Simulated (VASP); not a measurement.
Here is a VASP 6.6.1 calculation.

The input INCAR:

```
ALGO     = Normal         # electronic algorithm
EDIFF    = 1E-7           # SCF threshold, eV
ENCUT    = 520            # plane-wave cutoff, eV
ISIF     = 2              # what is computed and relaxed
ISMEAR   = -1             # smearing method
LASPH    = True           # aspherical terms in the spheres
LCHARG   = True           # write CHGCAR
LELF     = True           # ELF
LREAL    = False          # projectors in reciprocal space
LVHAR    = True         
LWAVE    = False          # write WAVECAR
NBANDS   = 16             # bands
NELM     = 60             # most SCF steps
PREC     = Accurate       # precision mode
SIGMA    = 0.08           # smearing width, eV
```

KPOINTS

```
k-points
0
Gamma
  14 14 14
```

File POSCAR:

```
InAs
1.0
    0.0000000000      2.9971037622      2.9971037622
    2.9971037622      0.0000000000      2.9971037622
    2.9971037622      2.9971037622      0.0000000000
In As
1 1
Direct
    0.0000000000      0.0000000000      0.0000000000
    0.7500000000      0.7500000000      0.7500000000
```

Potentials or basis: VASP PAW LDA potentials, release 64 (In_d, As).

The run is started by

```bash
$ cat potpaw_LDA.64/In_d/POTCAR potpaw_LDA.64/As/POTCAR > POTCAR
$ mpirun -np 1 vasp_std > vasp.out
```

(1) Predict the band gap on the k mesh.

(2) Estimate the pressure.

## Answers

(1) zero (filled and empty bands touch).

(2) 1.1 GPa.

Caveat: semilocal functionals underestimate gaps, and a narrow one can read as zero; spin-orbit coupling is left out, which moves the levels of the heavy elements.
